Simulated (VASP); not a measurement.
# BiS4 (I-43m) in VASP: single point with PBE

Aim: the single point of BiS4 with PBE.

Program: VASP 6.6.1. These are calculated values, not measurements. Logs are shortened: lines on timing, memory, paths and dates and some standing lists are left out, and cuts for length are marked.

## 1. The cell of the first run

The typed cell holds 5 atoms: a = 5.520 Å, b = 5.520 Å, c = 5.520 Å, α = 109.47°, β = 109.47°, γ = 109.47°.

The cell was built from a structure type or drawn by symmetry, and may not be a known phase.

## 2. Single point, PBE

INCAR reads:

```
PREC = Accurate
ENCUT = 520
EDIFF = 1E-6
ISMEAR = 0
SIGMA = 0.1
LREAL = False
LASPH = True
NELM = 100
ALGO = Normal
ISIF = 2
LWAVE = False
LCHARG = True
GGA = PE
LELF = True
LVHAR = True
NBANDS = 28
```

KPOINTS reads:

```
Automatic mesh
0
Gamma
  8 8 8
```

POSCAR reads:

```
BiS4
1.0
   -3.1872524863      3.1872524863      3.1872524863
    3.1872524863     -3.1872524863      3.1872524863
    3.1872524863      3.1872524863     -3.1872524863
Bi S
1 4
Direct
    0.0000000000      0.0000000000      0.0000000000
    0.0000000000      0.0000000000      0.5003844892
    0.5003844892      0.0000000000      0.0000000000
    0.0000000000      0.5003844892      0.0000000000
    0.4996155108      0.4996155108      0.4996155108
```

Potentials or basis: VASP PAW PBE potentials, release 64 (Bi_d, S).

The run is started by

```bash
$ cat potpaw_PBE.64/Bi_d/POTCAR potpaw_PBE.64/S/POTCAR > POTCAR
$ mpirun -np 1 vasp_std > vasp.out
```

OUTCAR:

```text
PREC = Accurate
   ENCUT = 520
   EDIFF = 1E-6
   ISMEAR = 0
   LREAL = False
   LASPH = True
   NELM = 100
   ISIF = 2
   GGA = PE

 ion  position               nearest neighbor table
   1  0.000  0.000  0.000-   2 2.76   3 2.76   4 2.76   5 2.76   4 2.76   2 2.76   3 2.76   5 2.76

   2  0.000  0.000  0.500-   1 2.76   1 2.76
   3  0.500  0.000  0.000-   1 2.76   1 2.76
   4  0.000  0.500  0.000-   1 2.76   1 2.76
   5  0.500  0.500  0.500-   1 2.76   1 2.76

  LATTYP: Found a body centered cubic cell.
 ALAT       =     6.3745049726

  Lattice vectors:

 A1 = (  -3.1872524863,   3.1872524863,   3.1872524863)
 A2 = (   3.1872524863,  -3.1872524863,   3.1872524863)
 A3 = (   3.1872524863,   3.1872524863,  -3.1872524863)

Analysis of symmetry for initial positions (statically):
=====================================================================
 Subroutine PRICEL returns:
 Original cell was already a primitive cell.

 Routine SETGRP: Setting up the symmetry group for a
 body centered cubic supercell.

 Subroutine GETGRP returns: Found 24 space group operations
 (whereof 24 operations were pure point group operations)
 out of a pool of 48 trial point group operations.

The static configuration has the point symmetry T_d .

Analysis of symmetry for dynamics (positions and initial velocities):
=====================================================================
 Subroutine PRICEL returns:
 Original cell was already a primitive cell.

 Routine SETGRP: Setting up the symmetry group for a
 body centered cubic supercell.

 Subroutine GETGRP returns: Found 24 space group operations
 (whereof 24 operations were pure point group operations)
 out of a pool of 48 trial point group operations.

The dynamic configuration has the point symmetry T_d .

 Subroutine INISYM returns: Found 24 space group operations
 (whereof 24 operations are pure point group operations),
 and found     1 'primitive' translations

----------------------------------------------------------------------------------------

                                     Primitive cell

  volume of cell :     129.5118

  direct lattice vectors                    reciprocal lattice vectors
    -3.187252486  3.187252486  3.187252486     0.000000000  0.156874927  0.156874927
     3.187252486 -3.187252486  3.187252486     0.156874927  0.000000000  0.156874927
     3.187252486  3.187252486 -3.187252486     0.156874927  0.156874927  0.000000000

[... 90 lines left out ...]
   LREAL  =      F    real-space projection
   EDIFFG = 0.1E-04   stopping-criterion for IOM
   NSW    =      0    number of steps for IOM
   IBRION =     -1    ionic relax: 0-MD 1-quasi-New 2-CG
   NFREE  =      0    steps in history (QN), initial steepest desc. (CG)
   ISIF   =      2    stress and relaxation
   ISYM   =      2    0-nonsym 1-usesym 2-fastsym
   POTIM  = 0.5000    time-step for ionic-motion
   TEBEG  =    0.0;   TEEND  =   0.0 temperature during run
   PSTRESS=    0.0 pullay stress
   NELECT =      39.0000    total number of electrons
   NUPDOWN=      -1.0000    fix difference up-down
   EMIN   =  10.00;   EMAX   =-10.00  energy-range for DOS
   EFERMI =   0.00;   METHOD = LEGACY
   ISMEAR =     0;   SIGMA  =   0.10  broadening in eV -4-tet -1-fermi 0-gaus
   EFERMI_NEDOS =   21; number of points for ismear=-14 and -15
   IALGO  =     38    algorithm
   IMIX   =      4    mixing-type and parameters
     AMIX     =   0.40;   BMIX     =  1.00
     AMIX_MAG =   1.60;   BMIX_MAG =  1.00
  volume/ion in A,a.u.               =      25.90       174.80
  Fermi-wavevector in a.u.,A,eV,Ry     =   1.097303  2.073602 16.382420  1.204074
  Thomas-Fermi vector in A             =   2.233661
   LORBIT       =      0    0 simple, 1 ext, 2 COOP (PROOUT), +10 PAW based schemes
   GGA     = PE    functional components
   LHFCALC =     F    Hartree Fock is set to
   AEXX    =    0.0000 exact exchange contribution
   IVDW    =     0    specifies the selected vdW correction
   LEPSILON=     F    determine dielectric tensor
   LRPA    =     F    only Hartree local field effects (RPA)
 non-spin polarized calculation
 Gauss-broadening in eV      SIGMA  =   0.10
  energy-cutoff  :      520.00
  volume of cell :      129.51
 maximum number of plane-waves:      3511
 NGX is ok and might be reduce to    42
   NGX = 21   NGY = 21   NGZ = 21

 number of electron      39.0000004 magnetization

 Free energy of the ion-electron system (eV)
  ---------------------------------------------------
  ext. energy  EPLUGINS =         0.00000000
  ---------------------------------------------------
  free energy    TOTEN  =       -16.29819020 eV

  energy without entropy =      -16.27029841  energy(sigma->0) =      -16.28424431

 E-fermi :   3.3194     XC(G=0):  -9.0080

 val. band max:        3.3086606020   @ k =   0.5000   0.5000   0.3750
 cond. band min:       3.3485785460   @ k =  -0.1250   0.1250   0.1250
 fundamental gap:      0.0399179440
 Fermi energy:         3.3193723500

 k-point     1 :       0.0000    0.0000    0.0000
  band No.  band energies     occupation
      1     -19.4902      2.00000
      2     -19.4902      2.00000
      3     -19.4902      2.00000
      4     -19.4447      2.00000
      5     -19.4447      2.00000
      6     -10.9422      2.00000
[... 733 lines left out ...]
     27      10.7851      0.00000
     28      11.3830      0.00000

 [... further k-points ...]

------------------------ aborting loop because EDIFF is reached ----------------------------------------

  FORCE on cell =-STRESS in cart. coord.  units (eV):
  Direction    XX          YY          ZZ          XY          YZ          ZX
  --------------------------------------------------------------------------------------
  -------------------------------------------------------------------------------------
  Total       -0.0457157     -0.0457157     -0.0457157     -0.0000000      0.0000000     -0.0000000
  in kB       -0.5655439     -0.5655439     -0.5655439     -0.0000000      0.0000000     -0.0000000
  external PRESSURE =      -0.5655439 kB  Pullay stress =       0.0000000 kB

 VOLUME and BASIS-vectors are now :
 -----------------------------------------------------------------------------
  energy-cutoff  :      520.00
  volume of cell :      129.51
      direct lattice vectors                 reciprocal lattice vectors
    -3.187252486  3.187252486  3.187252486     0.000000000  0.156874927  0.156874927
     3.187252486 -3.187252486  3.187252486     0.156874927  0.000000000  0.156874927
     3.187252486  3.187252486 -3.187252486     0.156874927  0.156874927  0.000000000

 POSITION                                       TOTAL-FORCE (eV/Angst)
 -----------------------------------------------------------------------------------
      0.00000      0.00000      0.00000         0.000000     -0.000000      0.000000
      1.59485      1.59485     -1.59485        -0.002400     -0.002400      0.002400
     -1.59485      1.59485      1.59485         0.002400     -0.002400     -0.002400
      1.59485     -1.59485      1.59485        -0.002400      0.002400     -0.002400
      1.59240      1.59240      1.59240         0.002400      0.002400      0.002400
 -----------------------------------------------------------------------------------
    total drift:                               -0.000001     -0.000001     -0.000001

  FREE ENERGIE OF THE ION-ELECTRON SYSTEM (eV)
  ---------------------------------------------------
  free  energy   TOTEN  =       -16.2981902002 eV

  energy  without entropy=      -16.2702984148  energy(sigma->0) =      -16.28424431
```

OSZICAR:

```text
N       E                     dE             d eps       ncg     rms          rms(c)
DAV:   1     0.326335185912E+03    0.32634E+03   -0.17327E+04  1624   0.131E+03
DAV:   2     0.164283281223E+02   -0.30991E+03   -0.29928E+03  1896   0.320E+02
DAV:   3    -0.154731696021E+02   -0.31901E+02   -0.31214E+02  2040   0.113E+02
DAV:   4    -0.166102396893E+02   -0.11371E+01   -0.11264E+01  1912   0.236E+01
DAV:   5    -0.166538145789E+02   -0.43575E-01   -0.43558E-01  2468   0.453E+00    0.828E+00
DAV:   6    -0.163165923265E+02    0.33722E+00   -0.57402E-01  2204   0.601E+00    0.541E+00
DAV:   7    -0.162987132232E+02    0.17879E-01   -0.25294E-01  2204   0.267E+00    0.149E+00
DAV:   8    -0.162976610661E+02    0.10522E-02   -0.37870E-02  1988   0.158E+00    0.245E-01
DAV:   9    -0.162981251337E+02   -0.46407E-03   -0.30754E-03  1868   0.375E-01    0.194E-01
DAV:  10    -0.162981503982E+02   -0.25264E-04   -0.26429E-04  2092   0.817E-02    0.714E-02
DAV:  11    -0.162981885723E+02   -0.38174E-04   -0.99388E-05  2000   0.853E-02    0.222E-02
DAV:  12    -0.162981902457E+02   -0.16734E-05   -0.11855E-05  1916   0.190E-02    0.995E-03
DAV:  13    -0.162981902002E+02    0.45489E-07   -0.26986E-06  1476   0.158E-02
   1 F= -.16298190E+02 E0= -.16284244E+02  d E =-.278918E-01
```

Run time: 62 s. Hardware: 1 thread of AMD EPYC 9R45 (Zen 5), shared host; peak memory 0.26 GiB.

What came out:

| Property | Result |
| --- | --- |
| Free energy | -16.2982 eV |
| Pressure | -0.1 GPa |
| Largest force | 0.004 eV/Å |
| Band gap on the k mesh | zero (an odd number of electrons rules out a gap without spin polarisation) |

Forces on the atoms (eV/Å):
```
Bi   0.000  0.000  0.000
S   -0.002 -0.002  0.002
S    0.002 -0.002 -0.002
S   -0.002  0.002 -0.002
S    0.002  0.002  0.002
```

Caveat: spin-orbit coupling is left out, which moves the levels of the heavy elements.
